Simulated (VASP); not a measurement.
# SnSe2 (Cm) in VASP: a series of runs, part 2 of 2

VASP 6.6.1. The steps go on from the part before.

### Step 3. Single point, PBEsol (all Se atoms moved +0.075 Å, as atom 2 along Cartesian [0 1 0])

Contents of INCAR:

```
SYSTEM = SnSe2
PREC = Accurate
ENCUT = 520
EDIFF = 1E-7
ISMEAR = 0
SIGMA = 0.05
LREAL = .False.
LASPH = .True.
NELM = 80
ALGO = Normal
ISIF = 2
LWAVE = .False.
LCHARG = .False.
GGA = PS
NBANDS = 20
```

Contents of KPOINTS:

```
Automatic mesh
0
Gamma
  9 9 6
  0 0 0
```

Contents of POSCAR:

```
SnSe2
1.0
    3.8109987816      0.0000000000      0.0000000000
   -1.9054993908      3.3004217586      0.0000000000
    0.0000000000      0.0000000000      6.1370000000
Sn Se
1 2
Direct
    0.0000000000      0.0000000000      0.0000000000
    0.3446955175      0.6893910351      0.2500000000
    0.6780288509      0.3560577018      0.7500000000
```

Potentials or basis: VASP PAW PBE potentials, release 64 (Sn_d, Se).

On the command line:

```console
> cat potpaw_PBE.64/Sn_d/POTCAR potpaw_PBE.64/Se/POTCAR > POTCAR
> mpirun -np 1 vasp_std > vasp.out
```

OUTCAR:

```text
SYSTEM = SnSe2
   PREC = Accurate
   ENCUT = 520
   EDIFF = 1E-7
   ISMEAR = 0
   LREAL = .False.
   LASPH = .True.
   NELM = 80
   ISIF = 2
   GGA = PS

 ion  position               nearest neighbor table
   1  0.000  0.000  0.000-   3 2.62   2 2.65   2 2.65   3 2.71   3 2.71   2 2.74
   2  0.345  0.689  0.250-   1 2.65   1 2.65   1 2.74
   3  0.678  0.356  0.750-   1 2.62   1 2.71   1 2.71

  LATTYP: Found a hexagonal cell.
 ALAT       =     3.8109987816
 C/A-ratio  =     1.6103390087

  Lattice vectors:
[... 743 lines left out ...]

  FORCE on cell =-STRESS in cart. coord.  units (eV):
  Direction    XX          YY          ZZ          XY          YZ          ZX
  --------------------------------------------------------------------------------------
  -------------------------------------------------------------------------------------
  Total        0.8938549      0.9586307      1.7679526      0.0000000      0.0870188      0.0000000
  in kB       18.5529613     19.8974554     36.6958401      0.0000000      1.8061723      0.0000000
  external PRESSURE =      25.0487523 kB  Pullay stress =       0.0000000 kB

 VOLUME and BASIS-vectors are now :
 -----------------------------------------------------------------------------
  energy-cutoff  :      520.00
  volume of cell :       77.19
      direct lattice vectors                 reciprocal lattice vectors
     3.810998782  0.000000000  0.000000000     0.262398405  0.151495789  0.000000000
    -1.905499391  3.300421759  0.000000000     0.000000000  0.302991579  0.000000000
     0.000000000  0.000000000  6.137000000     0.000000000  0.000000000  0.162946065

 POSITION                                       TOTAL-FORCE (eV/Angst)
 -----------------------------------------------------------------------------------
      0.00000      0.00000      0.00000        -0.000000      0.478494      0.004058
     -0.00000      2.27528      1.53425        -0.000000     -0.211477      0.585223
      1.90550      1.17514      4.60275         0.000000     -0.267017     -0.589281
 -----------------------------------------------------------------------------------
    total drift:                               -0.000000      0.000050     -0.000008

  FREE ENERGIE OF THE ION-ELECTRON SYSTEM (eV)
  ---------------------------------------------------
  free  energy   TOTEN  =       -12.9338402493 eV

  energy  without entropy=      -12.9338402493  energy(sigma->0) =      -12.93384025
```

stdout:

```text
POSCAR found type information on POSCAR SnSe
 POSCAR found :  2 types and       3 ions
 scaLAPACK will be used
 -----------------------------------------------------------------------------
|                                                                             |
|                                                                             |
|     You enforced a specific xc type in the INCAR file but a different       |
|     I HOPE YOU KNOW WHAT YOU ARE DOING!                                     |
|                                                                             |
 -----------------------------------------------------------------------------

 LDA part: xc-table for (Slater+PW92), standard interpolation
 POSCAR, INCAR and KPOINTS ok, starting setup
 FFT: planning ... GRIDC
 FFT: planning ... GRID_SOFT
 FFT: planning ... GRID
 WAVECAR not read
 entering main loop
```

It took 5.2 min on 1 thread of AMD EPYC 7R13, shared host; peak memory 0.31 GiB.

Results:

* Free energy: -12.9338 eV
* Pressure: 2.5 GPa
* Largest force: 0.647 eV/Å
* Band gap on the k mesh: 0.62 eV (least direct gap 0.99 eV)

Forces in eV/Å, atoms in the order of the input:
```
Sn   0.000  0.478  0.004
Se   0.000 -0.211  0.585
Se   0.000 -0.267 -0.589
```

Caveat: the cell differs from its parent crystal (all Se atoms moved +0.075 Å, as atom 2 along Cartesian [0 1 0]); semilocal functionals underestimate gaps, and a narrow one can read as zero; the PAW data sets were made with another functional, which shifts forces and pressure a little; spin-orbit coupling is left out, which moves the levels of the heavy elements; this functional lacks dispersion, which binds layers or chains, so the pressure and a relaxed spacing across them are unreliable.

### Step 4. Single point, PBEsol (all Se atoms moved -0.050 Å, as atom 2 along Cartesian [0 1 0])

Contents of INCAR:

```
SYSTEM = SnSe2
ALGO     = Normal         ! electronic algorithm
EDIFF    = 1E-6           ! SCF threshold, eV
ENCUT    = 520            ! plane-wave cutoff, eV
GGA      = PS             ! functional
ISIF     = 2              ! what is computed and relaxed
ISMEAR   = 0              ! smearing method
LASPH    = .TRUE.         ! aspherical terms in the spheres
LCHARG   = .FALSE.        ! write CHGCAR
LREAL    = .FALSE.        ! projectors in reciprocal space
LWAVE    = .FALSE.        ! write WAVECAR
NBANDS   = 20             ! bands
NELM     = 80             ! most SCF steps
PREC     = Accurate       ! precision mode
SIGMA    = 0.05           ! smearing width, eV
```

Contents of KPOINTS:

```
k-points
0
G
  9 9 6
  0 0 0
```

Contents of POSCAR:

```
SnSe2
1.0
    3.8109987816      0.0000000000      0.0000000000
   -1.9054993908      3.3004217586      0.0000000000
    0.0000000000      0.0000000000      6.1370000000
Sn Se
1 2
Direct
    0.0000000000      0.0000000000      0.0000000000
    0.3257585439      0.6515170877      0.2500000000
    0.6590918772      0.3181837544      0.7500000000
```

On the command line:

```console
> cat potpaw_PBE.64/Sn_d/POTCAR potpaw_PBE.64/Se/POTCAR > POTCAR
> mpirun -np 1 vasp_std > vasp.out
```

Run time: 4.5 min. Hardware: 1 thread of AMD EPYC 7R13, shared host; peak memory 0.31 GiB.

Results (log left out):

- Free energy: -12.9438 eV
- Pressure: 2.4 GPa
- Largest force: 0.596 eV/Å
- Band gap on the k mesh: 0.62 eV (least direct gap 0.99 eV)

Forces in eV/Å, atoms in the order of the input:
```
Sn   0.000 -0.318 -0.001
Se   0.000  0.171  0.571
Se   0.000  0.147 -0.570
```

Stress tensor (GPa, compression positive):
```
1.84 0.00 0.00
0.00 1.90 0.08
0.00 0.08 3.58
```

Levels at points of the mesh, in eV from the valence-band top:
```csv
k point,band 9,band 10,band 11,band 12,band 13,band 14,band 15,band 16,band 17,band 18
"(0.00, 0.00, 0.00)",-0.73,-0.72,-0.39,-0.39,-0.03,0.97,2.83,4.57,4.57,8.01
"(0.00, 0.00, 0.50)",-2.12,-0.81,-0.81,-0.24,-0.24,2.38,2.79,4.29,4.30,7.99
```

Caveat: the cell differs from its parent crystal (all Se atoms moved -0.050 Å, as atom 2 along Cartesian [0 1 0]); semilocal functionals underestimate gaps, and a narrow one can read as zero; the PAW data sets were made with another functional, which shifts forces and pressure a little; spin-orbit coupling is left out, which moves the levels of the heavy elements; this functional lacks dispersion, which binds layers or chains, so the pressure and a relaxed spacing across them are unreliable. A k mesh can miss the band edges.

### Step 5. Summary

```tsv
cell	gap on the mesh (eV)	pressure (GPa)	largest force (eV/Å)
as given, atomic positions A	0.61	2.6	0.72
as given, atomic positions B	0.62	2.5	0.65
as given, atomic positions C	0.62	2.4	0.60
```

Alike in all rows: task single point; level PBEsol; potentials or basis VASP PAW PBE potentials, release 64 (Sn_d, Se); no spin polarisation; k mesh 9 × 9 × 6; cutoff (eV) 520; smearing gaussian 0.05 eV.

Caveats: semilocal functionals underestimate gaps, and a narrow one can read as zero; the PAW data sets were made with another functional, which shifts forces and pressure a little; spin-orbit coupling is left out, which moves the levels of the heavy elements; this functional lacks dispersion, which binds layers or chains, so the pressure and a relaxed spacing across them are unreliable.

Total energies depend on the potentials used, so only differences within one code and one set of settings carry meaning.
